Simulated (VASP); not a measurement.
**Si: single point with PBE**

The system is Si.

```
CELL_PARAMETERS angstrom
3.83132 0.00000 0.00000
-1.91566 3.31802 0.00000
0.00000 0.00000 6.33262
ATOMIC_POSITIONS crystal
Si 0.33333 0.66667 0.06301
Si 0.33333 0.66667 0.43699
Si 0.66667 0.33333 0.56301
Si 0.66667 0.33333 0.93699
```

This isn't the form of Si at room conditions, which is diamond.

* Program: VASP 6.6.1
* Task: single point
* Functional: PBE
* Potentials or basis: VASP PAW PBE potentials, release 64 (Si)
* Cutoff: 500 eV
* k mesh: 5 × 5 × 3
* Occupations: fermi-dirac, width 0.1 eV
* Spin: no spin polarisation
* Dipole correction: no
* Further INCAR settings: ALGO = Normal; EDIFF = 1e-06; NBANDS = 16

```
Pressure               : 1.5 GPa
Largest force          : 0.013 eV/Å
Band gap on the k mesh : 0.54 eV (least direct gap 1.03 eV)
```

Forces in eV/Å, atoms in the order of the input:
```
Si   0.000  0.000 -0.013
Si   0.000  0.000  0.013
Si   0.000  0.000 -0.013
Si   0.000  0.000  0.013
```

Stress tensor (GPa, compression positive):
```
1.65 0.00 0.00
0.00 1.65 0.00
0.00 0.00 1.21
```

Levels at points of the mesh, in eV from the valence-band top:
| k point | band 6 | band 7 | band 8 | band 9 | band 10 | band 11 |
| --- | --- | --- | --- | --- | --- | --- |
| (0.00, 0.00, 0.00) | -0.35 | 0.00 | 0.00 | 1.03 | 2.00 | 2.00 |

Wall time 22 s on 1 thread of Intel Xeon 8259CL, on a shared host, peak memory 0.14 GiB.

Caveat: semilocal functionals underestimate gaps, and a narrow one can read as zero. A k mesh can miss the band edges.
